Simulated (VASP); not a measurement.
# InGa3As4 (P-43m) in VASP: further runs

The runs below take InGa3As4 through single point, relaxation of cell and atoms, with PBE.

All numbers are computed with VASP 6.6.1; they aren't measurements. Logs are shortened: lines on timing, memory, paths and dates and some standing lists are left out, and cuts for length are marked.

### Step 1. The cell of the first run

It takes space group P-43m (No. 215, cubic). The conventional cell has a = 5.858 Å, b = 5.858 Å, c = 5.858 Å, α = 90.00°, β = 90.00°, γ = 90.00°. Within 3.5 Å of In (site symmetry -43m) lie 4 As at 2.63 Å. Ga (site symmetry -42m) has 4 As at 2.51 Å within 3.3 Å. As (site symmetry 3m) has 3 Ga at 2.51 Å and 1 In at 2.63 Å within 3.3 Å.

### Step 2. Single point, PBE

INCAR reads:

```
SYSTEM = InGa3As4
PREC     = Accurate       ! precision mode
ENCUT    = 520            ! plane-wave cutoff, eV
EDIFF    = 1E-7           ! SCF threshold, eV
ISMEAR   = 0              ! smearing method
SIGMA    = 0.1            ! smearing width, eV
LREAL    = .FALSE.        ! projectors in reciprocal space
LASPH    = .TRUE.         ! aspherical terms in the spheres
NELM     = 100            ! most SCF steps
ALGO     = Normal         ! electronic algorithm
ISIF     = 2              ! what is computed and relaxed
LWAVE    = .FALSE.        ! write WAVECAR
LCHARG   = .FALSE.        ! write CHGCAR
GGA      = PE             ! functional
NBANDS   = 46             ! bands
```

KPOINTS reads:

```
Automatic mesh
0
G
  6 6 6
  0 0 0
```

POSCAR reads:

```
InGa3As4
1.0
    5.8577811412      0.0000000000      0.0000000000
    0.0000000000      5.8577811412      0.0000000000
    0.0000000000      0.0000000000      5.8577811412
In Ga As
1 3 4
Direct
    0.5000000000      0.5000000000      0.5000000000
    0.5000000000      0.0000000000      0.0000000000
    0.0000000000      0.0000000000      0.5000000000
    0.0000000000      0.5000000000      0.0000000000
    0.2406318501      0.7593681499      0.2406318501
    0.2406318501      0.2406318501      0.7593681499
    0.7593681499      0.7593681499      0.7593681499
    0.7593681499      0.2406318501      0.2406318501
```

Potentials or basis: VASP PAW PBE potentials, release 64 (In_d, Ga_d, As).

Launch:

```console
> cat potpaw_PBE.64/In_d/POTCAR potpaw_PBE.64/Ga_d/POTCAR potpaw_PBE.64/As/POTCAR > POTCAR
> mpirun -np 1 vasp_std > vasp.out
```

OUTCAR:

```text
SYSTEM = InGa3As4
   PREC = Accurate
   ENCUT = 520
   EDIFF = 1E-7
   ISMEAR = 0
   LREAL = .FALSE.
   LASPH = .TRUE.
   NELM = 100
   ISIF = 2
   GGA = PE

 ion  position               nearest neighbor table
   1  0.500  0.500  0.500-   5 2.63   6 2.63   7 2.63   8 2.63
   2  0.500  0.000  0.000-   5 2.51   6 2.51   7 2.51   8 2.51
   3  0.000  0.000  0.500-   5 2.51   6 2.51   7 2.51   8 2.51
   4  0.000  0.500  0.000-   5 2.51   6 2.51   7 2.51   8 2.51
   5  0.241  0.759  0.241-   2 2.51   3 2.51   4 2.51   1 2.63
   6  0.241  0.241  0.759-   2 2.51   3 2.51   4 2.51   1 2.63
   7  0.759  0.759  0.759-   2 2.51   3 2.51   4 2.51   1 2.63
   8  0.759  0.241  0.241-   2 2.51   3 2.51   4 2.51   1 2.63

  LATTYP: Found a simple cubic cell.
 ALAT       =     5.8577811412

  Lattice vectors:

 A1 = (   5.8577811412,   0.0000000000,   0.0000000000)
 A2 = (   0.0000000000,   5.8577811412,   0.0000000000)
 A3 = (   0.0000000000,   0.0000000000,   5.8577811412)

Analysis of symmetry for initial positions (statically):
=====================================================================
 Subroutine PRICEL returns:
 Original cell was already a primitive cell.

 Routine SETGRP: Setting up the symmetry group for a
 simple cubic supercell.

 Subroutine GETGRP returns: Found 24 space group operations
 (whereof 24 operations were pure point group operations)
 out of a pool of 48 trial point group operations.

The static configuration has the point symmetry T_d .

Analysis of symmetry for dynamics (positions and initial velocities):
=====================================================================
 Subroutine PRICEL returns:
 Original cell was already a primitive cell.

 Routine SETGRP: Setting up the symmetry group for a
 simple cubic supercell.

 Subroutine GETGRP returns: Found 24 space group operations
 (whereof 24 operations were pure point group operations)
 out of a pool of 48 trial point group operations.

The dynamic configuration has the point symmetry T_d .

 Subroutine INISYM returns: Found 24 space group operations
 (whereof 24 operations are pure point group operations),
 and found     1 'primitive' translations

----------------------------------------------------------------------------------------

                                     Primitive cell

  volume of cell :     201.0016

  direct lattice vectors                    reciprocal lattice vectors
     5.857781141  0.000000000  0.000000000     0.170713104  0.000000000  0.000000000
     0.000000000  5.857781141  0.000000000     0.000000000  0.170713104  0.000000000
     0.000000000  0.000000000  5.857781141     0.000000000  0.000000000  0.170713104

  length of vectors
     5.857781141  5.857781141  5.857781141     0.170713104  0.170713104  0.170713104

  position of ions in fractional coordinates (direct lattice)
     0.500000000  0.500000000  0.500000000
     0.500000000  0.000000000  0.000000000
     0.000000000  0.000000000  0.500000000
     0.000000000  0.500000000  0.000000000
     0.240631850  0.759368150  0.240631850
     0.240631850  0.240631850  0.759368150
     0.759368150  0.759368150  0.759368150
     0.759368150  0.240631850  0.240631850

  ion indices of the primitive-cell ions
   primitive index   ion index
                 1           1
                 2           2
                 3           3
                 4           4
                 5           5
                 6           6
                 7           7
                 8           8

----------------------------------------------------------------------------------------

 KPOINTS: Automatic mesh

Automatic generation of k-mesh.
 Grid dimensions read from file:
 generate k-points for:    6    6    6

 Generating k-lattice:

  Cartesian coordinates                     Fractional coordinates (reciprocal lattice)
     0.028452184  0.000000000  0.000000000     0.166666667  0.000000000  0.000000000
     0.000000000  0.028452184  0.000000000     0.000000000  0.166666667  0.000000000
[... 52 lines left out ...]
 cond. band min:       4.3108105036   @ k =   0.5000   0.5000   0.5000
 fundamental gap:      0.6955003432
 Fermi energy:         3.6636563995

 k-point     1 :       0.0000    0.0000    0.0000
  band No.  band energies     occupation
      1     -11.1904      2.00000
      2     -11.1904      2.00000
      3     -11.1904      2.00000
      4     -11.1165      2.00000
      5     -11.1165      2.00000
      6     -11.1165      2.00000
[... 38 lines left out ...]
     45       7.4017      0.00000
     46       7.4017      0.00000

 k-point     2 :       0.1667    0.0000    0.0000
  band No.  band energies     occupation
      1     -11.1882      2.00000
      2     -11.1882      2.00000
      3     -11.1867      2.00000
      4     -11.1213      2.00000
      5     -11.1155      2.00000
      6     -11.1155      2.00000
[... 38 lines left out ...]
     45       7.8114      0.00000
     46       7.8114      0.00000

 k-point     3 :       0.3333    0.0000    0.0000
  band No.  band energies     occupation
      1     -11.1837      2.00000
      2     -11.1837      2.00000
      3     -11.1774      2.00000
      4     -11.1328      2.00000
      5     -11.1126      2.00000
      6     -11.1126      2.00000
[... 38 lines left out ...]
     45       8.7722      0.00000
     46       8.7722      0.00000

 k-point     4 :       0.5000    0.0000    0.0000
  band No.  band energies     occupation
      1     -11.1812      2.00000
      2     -11.1812      2.00000
      3     -11.1703      2.00000
      4     -11.1408      2.00000
      5     -11.1095      2.00000
      6     -11.1095      2.00000
[... 724 lines left out ...]
     45       8.5787      0.00000
     46       8.6567      0.00000

 k-point    19 :       0.5000    0.5000    0.3333
  band No.  band energies     occupation
      1     -11.1793      2.00000
      2     -11.1625      2.00000
      3     -11.1625      2.00000
      4     -11.1619      2.00000
      5     -11.1112      2.00000
      6     -11.1102      2.00000
[... 38 lines left out ...]
     45       8.3963      0.00000
     46       8.4714      0.00000

 k-point    20 :       0.5000    0.5000    0.5000
  band No.  band energies     occupation
      1     -11.1793      2.00000
      2     -11.1627      2.00000
      3     -11.1627      2.00000
      4     -11.1627      2.00000
      5     -11.1110      2.00000
      6     -11.1110      2.00000
[... 38 lines left out ...]
     45       8.3259      0.00000
     46       8.3377      0.00000

------------------------ aborting loop because EDIFF is reached ----------------------------------------

  FORCE on cell =-STRESS in cart. coord.  units (eV):
  Direction    XX          YY          ZZ          XY          YZ          ZX
  --------------------------------------------------------------------------------------
  -------------------------------------------------------------------------------------
  Total        0.2071205      0.2071205      0.2071205      0.0000000     -0.0000000      0.0000000
  in kB        1.6509516      1.6509516      1.6509516      0.0000000     -0.0000000      0.0000000
  external PRESSURE =       1.6509516 kB  Pullay stress =       0.0000000 kB

 VOLUME and BASIS-vectors are now :
 -----------------------------------------------------------------------------
  energy-cutoff  :      520.00
  volume of cell :      201.00
      direct lattice vectors                 reciprocal lattice vectors
     5.857781141  0.000000000  0.000000000     0.170713104  0.000000000  0.000000000
     0.000000000  5.857781141  0.000000000     0.000000000  0.170713104  0.000000000
     0.000000000  0.000000000  5.857781141     0.000000000  0.000000000  0.170713104

 POSITION                                       TOTAL-FORCE (eV/Angst)
 -----------------------------------------------------------------------------------
      2.92889      2.92889      2.92889         0.000000      0.000000      0.000000
      2.92889      0.00000      0.00000         0.000000      0.000000      0.000000
      0.00000      0.00000      2.92889         0.000000     -0.000000      0.000000
      0.00000      2.92889      0.00000         0.000000      0.000000      0.000000
      1.40957      4.44821      1.40957         0.009021     -0.009021      0.009021
      1.40957      1.40957      4.44821         0.009021      0.009021     -0.009021
      4.44821      4.44821      4.44821        -0.009021     -0.009021     -0.009021
      4.44821      1.40957      1.40957        -0.009021      0.009021      0.009021
 -----------------------------------------------------------------------------------
    total drift:                                0.000000      0.000000     -0.000000

  FREE ENERGIE OF THE ION-ELECTRON SYSTEM (eV)
  ---------------------------------------------------
  free  energy   TOTEN  =       -32.4098524155 eV

  energy  without entropy=      -32.4088243564  energy(sigma->0) =      -32.40933839
```

Run time: 7.7 min. Hardware: 1 thread of AMD EPYC 7R13, shared host; peak memory 0.4 GiB.

What came out:

```yaml
Free_energy: -32.4099 eV
Pressure: 0.2 GPa
Largest_force: 0.016 eV/Å
Band_gap_on_the_k_mesh: zero (filled and empty bands touch)
```

Forces in eV/Å, atoms in the order of the input:
```
In   0.000  0.000  0.000
Ga   0.000  0.000  0.000
Ga   0.000  0.000  0.000
Ga   0.000  0.000  0.000
As   0.009 -0.009  0.009
As   0.009  0.009 -0.009
As  -0.009 -0.009 -0.009
As  -0.009  0.009  0.009
```

Levels at points of the mesh, in eV from the Fermi level:
| k point | band 33 | band 34 | band 35 | band 36 | band 37 | band 38 | band 39 | band 40 |
| --- | --- | --- | --- | --- | --- | --- | --- | --- |
| (0.00, 0.00, 0.00) | -2.40 | -0.19 | -0.05 | -0.05 | -0.05 | 1.55 | 1.55 | 1.55 |
| (0.50, 0.00, 0.00) | -1.70 | -1.70 | -1.35 | -1.35 | 1.95 | 2.03 | 2.82 | 3.08 |
| (0.50, 0.50, 0.00) | -1.43 | -1.14 | -0.98 | -0.98 | 2.24 | 2.24 | 2.75 | 2.76 |
| (0.50, 0.50, 0.50) | -1.15 | -0.83 | -0.83 | -0.83 | 0.65 | 0.65 | 0.65 | 1.17 |

Caveat: semilocal functionals underestimate gaps, and a narrow one can read as zero; spin-orbit coupling is left out, which moves the levels of the heavy elements.

### Step 3. Relaxation of cell and atoms, PBE

This run uses another cell than the first one, of 22.08 Å³/atom.

INCAR reads:

```
SYSTEM = InGa3As4
ALGO     = Normal         ! electronic algorithm
EDIFF    = 1E-6           ! SCF threshold, eV
EDIFFG   = -0.04          ! ionic threshold
ENCUT    = 600            ! plane-wave cutoff, eV
GGA      = PE             ! functional
IBRION   = 2              ! ionic algorithm
ISIF     = 3              ! what is computed and relaxed
ISMEAR   = 0              ! smearing method
LASPH    = .True.         ! aspherical terms in the spheres
LCHARG   = .False.        ! write CHGCAR
LREAL    = .False.        ! projectors in reciprocal space
LWAVE    = .False.        ! write WAVECAR
NELM     = 60             ! most SCF steps
NSW      = 90             ! ionic steps
PREC     = Accurate       ! precision mode
SIGMA    = 0.1            ! smearing width, eV
```

KPOINTS reads:

```
k-points
0
Gamma
  4 4 4
  0 0 0
```

POSCAR reads:

```
InGa3As4
1.0
    5.6108227000      0.0000000000      0.0000000000
    0.0000000000      5.6108227000      0.0000000000
    0.0000000000      0.0000000000      5.6108227000
In Ga As
1 3 4
Direct
    0.5000000000      0.5000000000      0.5000000000
    0.5000000000      0.0000000000      0.0000000000
    0.0000000000      0.0000000000      0.5000000000
    0.0000000000      0.5000000000      0.0000000000
    0.2500000000      0.7500000000      0.2500000000
    0.2500000000      0.2500000000      0.7500000000
    0.7500000000      0.7500000000      0.7500000000
    0.7500000000      0.2500000000      0.2500000000
```

Potentials or basis: VASP PAW PBE potentials, release 64 (In_d, Ga_d, As).

Launch:

```console
> cat potpaw_PBE.64/In_d/POTCAR potpaw_PBE.64/Ga_d/POTCAR potpaw_PBE.64/As/POTCAR > POTCAR
> mpirun -np 1 vasp_std > vasp.out
```

It took 17 min on 1 thread of AMD EPYC 7R13, shared host; peak memory 0.36 GiB.

It converged, with:

| Item | Value |
| --- | --- |
| Free energy | -32.3857 eV |
| Relaxed volume | 25.26 Å³/atom |
| Relaxed cell | a = 5.868 Å, b = 5.868 Å, c = 5.868 Å, α = 90.00°, β = 90.00°, γ = 90.00° |
| Space group after relaxing (to 0.1 Å) | P-43m (No. 215) |
| Energy gained by relaxing | 128.5 meV/atom |
| Ionic steps | 7 |
| Pressure after relaxing | -0.1 GPa |
| Band gap on the k mesh | zero (filled and empty bands touch) |

The path:
```
step  energy change (eV)  largest force (eV/Å)  pressure (GPa)  volume (Å³)
   1              0.0000                1.7569           10.95       176.64
   2             -0.8279                0.0046           -3.65       218.07
   3             -1.0010                0.3745           -0.49       203.91
   4             -1.0006                0.3934           -0.30       203.34
   5             -1.0220                0.1927            0.04       201.81
   6             -1.0267                0.0409            0.33       200.66
   7             -1.0280                0.0126           -0.09       202.09
```

Final structure:
```yaml
crystal:
  lattice:
    - [5.86835, 0.00000, 0.00000]
    - [0.00000, 5.86835, 0.00000]
    - [0.00000, 0.00000, 5.86835]
  atoms:
    - { symbol: In, position: [0.50000, 0.50000, 0.50000] }
    - { symbol: Ga, position: [0.50000, 0.00000, 0.00000] }
    - { symbol: Ga, position: [0.00000, 0.00000, 0.50000] }
    - { symbol: Ga, position: [0.00000, 0.50000, 0.00000] }
    - { symbol: As, position: [0.24067, 0.75933, 0.24067] }
    - { symbol: As, position: [0.24067, 0.24067, 0.75933] }
    - { symbol: As, position: [0.75933, 0.75933, 0.75933] }
    - { symbol: As, position: [0.75933, 0.24067, 0.24067] }
```

Levels at points of the mesh, in eV from the Fermi level:
```tsv
k point	band 34	band 35	band 36	band 37	band 38	band 39
(0.00, 0.00, 0.00)	-0.21	-0.03	-0.03	-0.03	1.57	1.57
(0.50, 0.00, 0.00)	-1.67	-1.33	-1.33	1.97	2.05	2.82
(0.50, 0.50, 0.00)	-1.11	-0.95	-0.95	2.24	2.24	2.75
(0.50, 0.50, 0.50)	-0.80	-0.80	-0.80	0.65	0.65	0.65
```

Caveat: semilocal functionals underestimate gaps, and a narrow one can read as zero; spin-orbit coupling is left out, which moves the levels of the heavy elements.

### Step 4. Relaxation of cell and atoms, PBE

This run uses another cell than the first one, of 25.29 Å³/atom.

INCAR reads:

```
PREC = Accurate ; ENCUT = 600
EDIFF = 1E-6 ; ISMEAR = 0
SIGMA = 0.1 ; LREAL = F
LASPH = T ; NELM = 80
ALGO = Normal ; ISIF = 3
LWAVE = F ; LCHARG = F
GGA = PE ; IBRION = 2
NSW = 100 ; EDIFFG = -0.01
```

KPOINTS reads:

```
regular mesh
0
Gamma
  6 6 6
```

POSCAR reads:

```
InGa3As4
1.0
    5.8704031527      0.0000000000      0.0000000000
    0.0000000000      5.8704031527      0.0000000000
    0.0000000000      0.0000000000      5.8704031527
In Ga As
1 3 4
Direct
    0.5000000000      0.5000000000      0.5000000000
    0.5000000000      0.0000000000      0.0000000000
    0.0000000000      0.0000000000      0.5000000000
    0.0000000000      0.5000000000      0.0000000000
    0.2404003248      0.7595996752      0.2404003248
    0.2404003248      0.2404003248      0.7595996752
    0.7595996752      0.7595996752      0.7595996752
    0.7595996752      0.2404003248      0.2404003248
```

Launch:

```console
> cat potpaw_PBE.64/In_d/POTCAR potpaw_PBE.64/Ga_d/POTCAR potpaw_PBE.64/As/POTCAR > POTCAR
> mpirun -np 1 vasp_std > vasp.out
```

It took 19 min on 1 thread of AMD EPYC 7R13, shared host; peak memory 0.44 GiB.

It converged, with:

```
Free energy                           : -32.4098 eV
Relaxed volume                        : 25.19 Å³/atom
Relaxed cell                          : a = 5.863 Å, b = 5.863 Å, c = 5.863 Å, α = 90.00°, β = 90.00°, γ = 90.00°
Space group after relaxing (to 0.1 Å) : P-43m (No. 215)
Energy gained by relaxing             : 0.1 meV/atom
Ionic steps                           : 4
Pressure after relaxing               : 0.0 GPa
Largest force after relaxing          : 0.007 eV/Å
Band gap on the k mesh                : zero (filled and empty bands touch)
```

Forces in eV/Å, atoms in the order of the input:
```
In   0.000  0.000  0.000
Ga   0.000  0.000  0.000
Ga   0.000  0.000  0.000
Ga   0.000  0.000  0.000
As   0.004 -0.004  0.004
As   0.004  0.004 -0.004
As  -0.004 -0.004 -0.004
As  -0.004  0.004  0.004
```

The path:
```csv
step,energy change (eV),largest force (eV/Å),pressure (GPa),volume (Å³)
1,0.0000,0.0483,-0.21,202.30
2,-0.0008,0.0171,0.06,201.33
3,-0.0008,0.0207,0.03,201.43
4,-0.0009,0.0075,0.00,201.52
```

Final structure:
```
In Ga As
1.0
     5.86277    0.00000    0.00000
     0.00000    5.86277    0.00000
     0.00000    0.00000    5.86277
In Ga As
1 3 4
Direct
  0.50000 0.50000 0.50000
  0.50000 0.00000 0.00000
  0.00000 0.00000 0.50000
  0.00000 0.50000 0.00000
  0.24072 0.75928 0.24072
  0.24072 0.24072 0.75928
  0.75928 0.75928 0.75928
  0.75928 0.24072 0.24072
```

Levels at points of the mesh, in eV from the Fermi level:
| k point | band 32 | band 33 | band 34 | band 35 | band 36 | band 37 | band 38 | band 39 | band 40 | band 41 |
| --- | --- | --- | --- | --- | --- | --- | --- | --- | --- | --- |
| (0.00, 0.00, 0.00) | -2.39 | -2.39 | -0.21 | -0.05 | -0.05 | -0.05 | 1.55 | 1.55 | 1.55 | 1.60 |
| (0.50, 0.00, 0.00) | -3.04 | -1.69 | -1.69 | -1.35 | -1.35 | 1.95 | 2.03 | 2.81 | 3.07 | 4.17 |
| (0.50, 0.50, 0.00) | -2.97 | -1.42 | -1.13 | -0.97 | -0.97 | 2.23 | 2.23 | 2.74 | 2.76 | 4.85 |
| (0.50, 0.50, 0.50) | -1.15 | -1.15 | -0.82 | -0.82 | -0.82 | 0.64 | 0.64 | 0.64 | 1.17 | 4.35 |

Caveat: semilocal functionals underestimate gaps, and a narrow one can read as zero; spin-orbit coupling is left out, which moves the levels of the heavy elements.

### Step 5. Overview

```csv
task,cell,k mesh,cutoff (eV),gap on the mesh (eV),pressure (GPa),relaxed volume (Å³/atom),largest force (eV/Å)
single point,"a = 5.858 Å, 8 atoms, atomic positions A",6 × 6 × 6,520,none,0.2,-,0.02
relaxation of cell and atoms,"relaxed from a = 5.611 Å, 8 atoms, atomic positions B",4 × 4 × 4,600,none,-0.1,25.26,-
relaxation of cell and atoms,"relaxed from a = 5.870 Å, 8 atoms, atomic positions C",6 × 6 × 6,600,none,0.0,25.19,0.01
```

Alike in all rows: level PBE; potentials or basis VASP PAW PBE potentials, release 64 (In_d, Ga_d, As); no spin polarisation; smearing gaussian 0.1 eV.

Caveats: semilocal functionals underestimate gaps, and a narrow one can read as zero; spin-orbit coupling is left out, which moves the levels of the heavy elements.

Absolute energies hang on the potentials; compare differences alone.

The gap in the log of VASP goes by the Fermi energy; the results here count the filled bands.